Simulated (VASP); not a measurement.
# Cs (I4_1/amd) in VASP: notebook

Cs is run at these levels: PBEsol; tasks: single point.

Program: VASP 6.6.1. These are calculated values, not measurements. Logs are shortened: lines on timing, memory, paths and dates and some standing lists are left out, and cuts for length are marked.

## 1. The cell of the first run

The structure is tetragonal, space group I4_1/amd (No. 141). The conventional cell has a = 5.108 Å, b = 5.108 Å, c = 19.192 Å, α = 90.00°, β = 90.00°, γ = 90.00°.

## 2. Single point, PBEsol

Contents of INCAR:

```
PREC     = Accurate       # precision mode
ENCUT    = 520            # plane-wave cutoff, eV
EDIFF    = 1E-6           # SCF threshold, eV
ISMEAR   = -1             # smearing method
SIGMA    = 0.2            # smearing width, eV
LREAL    = False          # projectors in reciprocal space
LASPH    = True           # aspherical terms in the spheres
NELM     = 100            # most SCF steps
ALGO     = Normal         # electronic algorithm
ISIF     = 2              # what is computed and relaxed
LWAVE    = False          # write WAVECAR
LCHARG   = False          # write CHGCAR
GGA      = PS             # functional
NBANDS   = 16             # bands
```

Contents of KPOINTS:

```
regular mesh
0
Gamma
  5 5 5
```

Contents of POSCAR:

```
Cs
1.0
   -2.5538460000      2.5538460000      9.5960670000
    2.5538460000     -2.5538460000      9.5960670000
    2.5538460000      2.5538460000     -9.5960670000
Cs
2
Direct
    0.2500000000      0.7500000000      0.5000000000
    0.5000000000      0.5000000000      0.0000000000
```

Potentials or basis: VASP PAW PBE potentials, release 64 (Cs_sv).

Run with:

```bash
$ cat potpaw_PBE.64/Cs_sv/POTCAR > POTCAR
$ mpirun -np 1 vasp_std > vasp.out
```

OUTCAR:

```text
PREC = Accurate
   ENCUT = 520
   EDIFF = 1E-6
   ISMEAR = -1
   LREAL = False
   LASPH = True
   NELM = 100
   ISIF = 2
   GGA = PS

 ion  position               nearest neighbor table
   1  0.250  0.750  0.500-
   2  0.500  0.500  0.000-

  LATTYP: Found a body centered tetragonal cell.
 ALAT       =     5.1076920000
 C/A-ratio  =     3.7574963408

  Lattice vectors:

 A1 = (  -2.5538460000,   2.5538460000,   9.5960670000)
 A2 = (   2.5538460000,  -2.5538460000,   9.5960670000)
 A3 = (   2.5538460000,   2.5538460000,  -9.5960670000)

Analysis of symmetry for initial positions (statically):
=====================================================================
 Subroutine PRICEL returns:
 Original cell was already a primitive cell.

 Routine SETGRP: Setting up the symmetry group for a
 body centered tetragonal supercell.

 Subroutine GETGRP returns: Found 16 space group operations
 (whereof  8 operations were pure point group operations)
 out of a pool of 16 trial point group operations.

The static configuration has the point symmetry D_2d.
 The point group associated with its full space group is D_4h.

Analysis of symmetry for dynamics (positions and initial velocities):
=====================================================================
 Subroutine PRICEL returns:
 Original cell was already a primitive cell.

 Routine SETGRP: Setting up the symmetry group for a
 body centered tetragonal supercell.

 Subroutine GETGRP returns: Found 16 space group operations
 (whereof  8 operations were pure point group operations)
 out of a pool of 16 trial point group operations.

The dynamic configuration has the point symmetry D_2d.
 The point group associated with its full space group is D_4h.

 Subroutine INISYM returns: Found 16 space group operations
 (whereof  8 operations are pure point group operations),
 and found     1 'primitive' translations

----------------------------------------------------------------------------------------

                                     Primitive cell

  volume of cell :     250.3472

  direct lattice vectors                    reciprocal lattice vectors
    -2.553846000  2.553846000  9.596067000     0.000000000  0.195783144  0.052104680
     2.553846000 -2.553846000  9.596067000     0.195783144  0.000000000  0.052104680
     2.553846000  2.553846000 -9.596067000     0.195783144  0.195783144  0.000000000

  length of vectors
    10.253231717 10.253231717 10.253231717     0.202597970  0.202597970  0.276879178

  position of ions in fractional coordinates (direct lattice)
     0.250000000  0.750000000  0.500000000
     0.500000000  0.500000000  0.000000000

  ion indices of the primitive-cell ions
   primitive index   ion index
                 1           1
                 2           2

----------------------------------------------------------------------------------------

 KPOINTS: regular mesh

Automatic generation of k-mesh.
 Grid dimensions read from file:
 generate k-points for:    5    5    5

 Generating k-lattice:

  Cartesian coordinates                     Fractional coordinates (reciprocal lattice)
     0.000000000  0.039156629  0.010420936     0.200000000  0.000000000  0.000000000
     0.039156629  0.000000000  0.010420936     0.000000000  0.200000000  0.000000000
     0.039156629  0.039156629  0.000000000     0.000000000  0.000000000  0.200000000

  Length of vectors
     0.040519594  0.040519594  0.055375836

  Shift w.r.t. Gamma in fractional coordinates (k-lattice)
     0.000000000  0.000000000  0.000000000

 Subroutine IBZKPT returns following result:
 ===========================================

 Found     18 irreducible k-points:

 Following reciprocal coordinates:
            Coordinates               Weight
  0.000000  0.000000  0.000000      1.000000
  0.200000  0.000000  0.000000      8.000000
  0.400000  0.000000  0.000000      8.000000
  0.200000  0.200000  0.000000      8.000000
  0.400000  0.200000  0.000000     16.000000
 -0.400000  0.200000 -0.000000     16.000000
[... 10 lines left out ...]
 -0.400000  0.400000  0.400000      4.000000
 -0.400000 -0.400000  0.400000      2.000000
   k-points           NKPTS =     18   k-points in BZ     NKDIM =     18   number of bands    NBANDS=     16
   number of dos      NEDOS =    301   number of ions     NIONS =      2
   total plane-waves  NPLWV = 512000
   dimension x,y,z NGX =    80 NGY =   80 NGZ =   80
   dimension x,y,z NGXF=   160 NGYF=  160 NGZF=  160
   ions per type =               2
   NGX,Y,Z   is equivalent  to a cutoff of  12.97, 12.97, 12.97 a.u.
   NGXF,Y,Z  is equivalent  to a cutoff of  25.94, 25.94, 25.94 a.u.
 SYSTEM =  unknown system
   PREC   = accura    normal or accurate (medium, high low for compatibility)
   ISTART =      0    job   : 0-new  1-cont  2-samecut
   ICHARG =      2    charge: 1-file 2-atom 10-const
   ISPIN  =      1    spin polarized calculation?
   LNONCOLLINEAR =      F non collinear calculations
   LSORBIT =      F    spin-orbit coupling
   LASPH  =      T    aspherical Exc in radial PAW
   ENCUT  =  520.0 eV  38.22 Ry    6.18 a.u.  19.06 19.06 19.06*2*pi/ulx,y,z
   NELM   =    100;   NELMIN=  2; NELMDL= -5     # of ELM steps
   EDIFF  = 0.1E-05   stopping-criterion for ELM
   LREAL  =      F    real-space projection
   EDIFFG = 0.1E-04   stopping-criterion for IOM
   NSW    =      0    number of steps for IOM
   IBRION =     -1    ionic relax: 0-MD 1-quasi-New 2-CG
   NFREE  =      0    steps in history (QN), initial steepest desc. (CG)
   ISIF   =      2    stress and relaxation
   ISYM   =      2    0-nonsym 1-usesym 2-fastsym
   POTIM  = 0.5000    time-step for ionic-motion
   TEBEG  =    0.0;   TEEND  =   0.0 temperature during run
   PSTRESS=    0.0 pullay stress
   NELECT =      18.0000    total number of electrons
   NUPDOWN=      -1.0000    fix difference up-down
   EMIN   =  10.00;   EMAX   =-10.00  energy-range for DOS
   EFERMI =   0.00;   METHOD = LEGACY
   ISMEAR =    -1;   SIGMA  =   0.20  broadening in eV -4-tet -1-fermi 0-gaus
   EFERMI_NEDOS =   21; number of points for ismear=-14 and -15
   IALGO  =     38    algorithm
   IMIX   =      4    mixing-type and parameters
     AMIX     =   0.40;   BMIX     =  1.00
     AMIX_MAG =   1.60;   BMIX_MAG =  1.00
  volume/ion in A,a.u.               =     125.17       844.71
  Fermi-wavevector in a.u.,A,eV,Ry     =   0.680745  1.286422  6.305136  0.463414
  Thomas-Fermi vector in A             =   1.759326
   LORBIT       =      0    0 simple, 1 ext, 2 COOP (PROOUT), +10 PAW based schemes
   GGA     = PS    functional components
   LHFCALC =     F    Hartree Fock is set to
   AEXX    =    0.0000 exact exchange contribution
   IVDW    =     0    specifies the selected vdW correction
   LEPSILON=     F    determine dielectric tensor
   LRPA    =     F    only Hartree local field effects (RPA)
 non-spin polarized calculation
  energy-cutoff  :      520.00
  volume of cell :      250.35
 maximum number of plane-waves:      6796
 NGX is ok and might be reduce to    80
   NGX = 39   NGY = 39   NGZ = 39

 number of electron      18.0000001 magnetization

 Free energy of the ion-electron system (eV)
  ---------------------------------------------------
  ext. energy  EPLUGINS =         0.00000000
  ---------------------------------------------------
  free energy    TOTEN  =        -1.91414831 eV

  energy without entropy =       -1.59983356  energy(sigma->0) =       -1.75699093

 E-fermi :   0.1470     XC(G=0):  -5.2539

 val. band max:        0.0773580034   @ k =   0.4000   0.2000   0.0000
 cond. band min:       0.2312728979   @ k =  -0.2000   0.4000   0.2000
 fundamental gap:      0.1539148945
 Fermi energy:         0.1470354548

 k-point     1 :       0.0000    0.0000    0.0000
  band No.  band energies     occupation
      1     -23.7860      2.00000
      2     -23.7817      2.00000
      3     -10.6229      2.00000
      4     -10.5095      2.00000
      5     -10.5062      2.00000
      6     -10.5062      2.00000
[... 8 lines left out ...]
     15       3.3779      0.00000
     16       3.3780      0.00000

 k-point     2 :       0.2000    0.0000    0.0000
  band No.  band energies     occupation
      1     -23.7840      2.00000
      2     -23.7803      2.00000
      3     -10.6112      2.00000
      4     -10.5555      2.00000
      5     -10.5473      2.00000
      6     -10.5108      2.00000
[... 8 lines left out ...]
     15       2.7087      0.00001
     16       3.3050      0.00000

 k-point     3 :       0.4000    0.0000    0.0000
  band No.  band energies     occupation
      1     -23.7805      2.00000
      2     -23.7781      2.00000
      3     -10.6325      2.00000
      4     -10.6273      2.00000
      5     -10.5783      2.00000
      6     -10.5198      2.00000
[... 8 lines left out ...]
     15       2.6651      0.00001
     16       3.1099      0.00000

 k-point     4 :       0.2000    0.2000    0.0000
  band No.  band energies     occupation
      1     -23.7818      2.00000
      2     -23.7790      2.00000
      3     -10.5967      2.00000
      4     -10.5562      2.00000
      5     -10.5508      2.00000
      6     -10.5430      2.00000
[... 8 lines left out ...]
     15       2.4784      0.00002
     16       2.6817      0.00001

 k-point     5 :       0.4000    0.2000    0.0000
  band No.  band energies     occupation
      1     -23.7784      2.00000
      2     -23.7768      2.00000
      3     -10.6272      2.00000
      4     -10.6209      2.00000
      5     -10.5674      2.00000
      6     -10.5473      2.00000
[... 8 lines left out ...]
     15       2.4889      0.00002
     16       2.7671      0.00000

 k-point     6 :      -0.4000    0.2000   -0.0000
  band No.  band energies     occupation
      1     -23.7787      2.00000
      2     -23.7765      2.00000
      3     -10.6268      2.00000
      4     -10.6212      2.00000
      5     -10.5750      2.00000
      6     -10.5452      2.00000
[... 8 lines left out ...]
     15       2.3966      0.00003
     16       2.7762      0.00000
[... 153 lines left out ...]
 k-point    15 :      -0.2000   -0.4000    0.2000
  band No.  band energies     occupation
      1     -23.7833      2.00000
      2     -23.7810      2.00000
      3     -10.5942      2.00000
      4     -10.5606      2.00000
      5     -10.5434      2.00000
      6     -10.5274      2.00000
[... 8 lines left out ...]
     15       2.5934      0.00001
     16       3.1573      0.00000

 k-point    16 :      -0.2000   -0.2000    0.2000
  band No.  band energies     occupation
      1     -23.7856      2.00000
      2     -23.7822      2.00000
      3     -10.6124      2.00000
      4     -10.5206      2.00000
      5     -10.5090      2.00000
      6     -10.5090      2.00000
[... 8 lines left out ...]
     15       3.1456      0.00000
     16       3.1456      0.00000

 k-point    17 :      -0.4000    0.4000    0.4000
  band No.  band energies     occupation
      1     -23.7823      2.00000
      2     -23.7819      2.00000
      3     -10.5742      2.00000
      4     -10.5635      2.00000
      5     -10.5513      2.00000
      6     -10.5369      2.00000
[... 8 lines left out ...]
     15       2.5940      0.00001
     16       3.0972      0.00000

 k-point    18 :      -0.4000   -0.4000    0.4000
  band No.  band energies     occupation
      1     -23.7845      2.00000
      2     -23.7832      2.00000
      3     -10.5845      2.00000
      4     -10.5494      2.00000
      5     -10.5116      2.00000
      6     -10.5116      2.00000
[... 8 lines left out ...]
     15       2.9972      0.00000
     16       2.9972      0.00000

------------------------ aborting loop because EDIFF is reached ----------------------------------------

  FORCE on cell =-STRESS in cart. coord.  units (eV):
  Direction    XX          YY          ZZ          XY          YZ          ZX
  --------------------------------------------------------------------------------------
  -------------------------------------------------------------------------------------
  Total       -0.1537152     -0.1537152     -0.3444196      0.0000000      0.0000000      0.0000000
  in kB       -0.9837499     -0.9837499     -2.2042242      0.0000000      0.0000000      0.0000000
  external PRESSURE =      -1.3905747 kB  Pullay stress =       0.0000000 kB

 VOLUME and BASIS-vectors are now :
 -----------------------------------------------------------------------------
  energy-cutoff  :      520.00
  volume of cell :      250.35
      direct lattice vectors                 reciprocal lattice vectors
    -2.553846000  2.553846000  9.596067000     0.000000000  0.195783144  0.052104680
     2.553846000 -2.553846000  9.596067000     0.195783144  0.000000000  0.052104680
     2.553846000  2.553846000 -9.596067000     0.195783144  0.195783144  0.000000000

 POSITION                                       TOTAL-FORCE (eV/Angst)
 -----------------------------------------------------------------------------------
      2.55385      0.00000      4.79803         0.000000      0.000000      0.000000
      0.00000      0.00000      9.59607        -0.000000     -0.000000     -0.000000
 -----------------------------------------------------------------------------------
    total drift:                                0.000000     -0.000000      0.000000

  FREE ENERGIE OF THE ION-ELECTRON SYSTEM (eV)
  ---------------------------------------------------
  free  energy   TOTEN  =        -1.9141483107 eV

  energy  without entropy=       -1.5998335562  energy(sigma->0) =       -1.75699093
```

Wall time 3.8 min (1 thread of Intel Xeon Platinum 8375C at 2.90GHz (Ice Lake), shared host); peak memory 0.83 GiB.

What came out:

```yaml
Free_energy: -1.9141 eV
Pressure: -0.1 GPa
Band_gap_on_the_k_mesh: zero (band 9 reaches 0.61 eV, above the bottom of band 10 at -0.68 eV)
```

Levels at points of the mesh, in eV from the Fermi level:
```
           k point  band 5  band 6  band 7  band 8  band 9  band 10  band 11  band 12  band 13  band 14
(0.00, 0.00, 0.00)  -10.65  -10.65  -10.65  -10.65   -1.55    -0.07     0.59     1.62     1.62     1.94
```

Caveat: the PAW data sets were made with another functional, which shifts forces and pressure a little; spin-orbit coupling is left out, which moves the levels of the heavy elements.

(Continued in part 2 of 2.)
